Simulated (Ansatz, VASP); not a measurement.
## WSe2 in VASP and in Ansatz

The input INCAR:

```
SYSTEM = WSe2
ALGO     = Normal         ! electronic algorithm
EDIFF    = 1E-7           ! SCF threshold, eV
ENCUT    = 520            ! plane-wave cutoff, eV
GGA      = PS             ! functional
ISIF     = 2              ! what is computed and relaxed
ISMEAR   = 0              ! smearing method
LASPH    = .TRUE.         ! aspherical terms in the spheres
LCHARG   = .TRUE.         ! write CHGCAR
LELF     = .TRUE.         ! ELF
LREAL    = .FALSE.        ! projectors in reciprocal space
LVHAR    = .TRUE.       
LWAVE    = .FALSE.        ! write WAVECAR
NBANDS   = 20             ! bands
NELM     = 100            ! most SCF steps
PREC     = Accurate       ! precision mode
SIGMA    = 0.01           ! smearing width, eV
```

The input KPOINTS:

```
k-points
0
G
  6 6 6
  0 0 0
```

POSCAR

```
WSe2
1.0
    1.6510739566      0.9532479933      6.5796479446
   -1.6510739566      0.9532479933      6.5796479446
    0.0000000000     -1.9064959866      6.5796479446
W Se
1 2
Direct
   -0.0000183143     -0.0000183143     -0.0000183143
    0.4176504316      0.4176504316      0.4176504316
    0.2490345494      0.2490345494      0.2490345494
```

Input for Ansatz:

```yaml
crystal:
  lattice:
    - [1.6510739566, 0.9532479933, 6.5796479446]
    - [-1.6510739566, 0.9532479933, 6.5796479446]
    - [0.0, -1.9064959866, 6.5796479446]
  atoms:
    - { symbol: W, position: [-1.83143e-05, -1.83143e-05, -1.83143e-05] }
    - { symbol: Se, position: [0.4176504316, 0.4176504316, 0.4176504316] }
    - { symbol: Se, position: [0.2490345494, 0.2490345494, 0.2490345494] }
kpoints:
  mp_grid: { grid: [6, 6, 6] }
hamiltonian:
  xc: pbesol
scf:
  occupations: { method: fixed }
  n_extra_bands: 4
output:
  forces: true
  stress: true
  eigenvalues: true
```

Alike in both runs: task single point; functional PBEsol; k mesh 6 × 6 × 6; no spin polarisation.

```csv
,VASP,Ansatz
version,VASP 6.6.1,Ansatz 0.2.0
potentials or method,"VASP PAW PBE potentials, release 64 (W_sv, Se)","plane waves, PAW"
plane-wave cutoff (eV),520,420
occupations,"gaussian, width 0.01 eV",fixed
valence electrons in the cell,26,46
```

|  | VASP | Ansatz | Ansatz less VASP |
| --- | --- | --- | --- |
| gap on the k mesh at the Fermi level (eV) | 1.05 | 1.05 | +0.004 |
| pressure (GPa) | -1.1 | -1.5 | -0.40 |
| traceless stress, the component that is largest in VASP (GPa) | 1.29 | 1.20 | -0.086 |
| rms of the force components (eV/Å) | 0.009 | 0.018 | +0.0085 |

VASP's potentials were made for PBE, not for PBEsol. Atom by atom the forces differ by 0.027 eV/Å (rms over components). VASP's potentials hold 26 valence electrons a cell and Ansatz's 46, so a difference there can come from the potentials and not from the codes.

Neither program's run includes spin-orbit coupling.
